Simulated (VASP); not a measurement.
BiAu: single point with PBE

The system is BiAu.

```
Au Bi
1.0
     0.00000    3.00882    3.00882
     3.00882    0.00000    3.00882
     3.00882    3.00882    0.00000
Au Bi
1 1
Direct
  0.50000 0.50000 0.50000
  0.00000 0.00000 0.00000
```

This cell differs from its parent crystal: volume scaled by 1.040.

```json
{
  "Program": "VASP 6.6.1",
  "Task": "single point",
  "Functional": "PBE",
  "Potentials or basis": "VASP PAW PBE potentials, release 64 (Au, Bi_d)",
  "Cutoff": "520 eV",
  "k mesh": "10 × 10 × 10",
  "Occupations": "gaussian, width 0.05 eV",
  "Spin": "no spin polarisation",
  "Dipole correction": "no",
  "Further INCAR settings": "ALGO = Normal; EDIFF = 1e-07; NBANDS = 20"
}
```

| Property | Result |
| --- | --- |
| Pressure | -2.6 GPa |
| Band gap on the k mesh | zero (band 13 reaches 9.55 eV, above the bottom of band 14 at 4.91 eV) |

Levels at points of the mesh, in eV from the Fermi level:
```tsv
k point	band 9	band 10	band 11	band 12	band 13	band 14	band 15	band 16	band 17	band 18
(0.00, 0.00, 0.00)	-4.10	-4.09	-4.09	0.50	0.97	0.97	0.97	7.59	8.53	8.53
(0.50, 0.00, 0.00)	-4.86	-3.83	-3.83	-3.43	2.71	2.71	3.21	5.03	5.03	5.81
(0.50, 0.50, 0.00)	-3.79	-3.68	-3.68	-3.13	-1.35	-1.23	-1.23	5.91	10.89	10.89
```

Run time: 23 s on 1 thread of Intel(R) Xeon(R) Platinum 8375C CPU @ 2.90GHz (Ice Lake), with other jobs on the host, peak memory 0.21 GiB.

Caveat: spin-orbit coupling is left out, which moves the levels of the heavy elements.
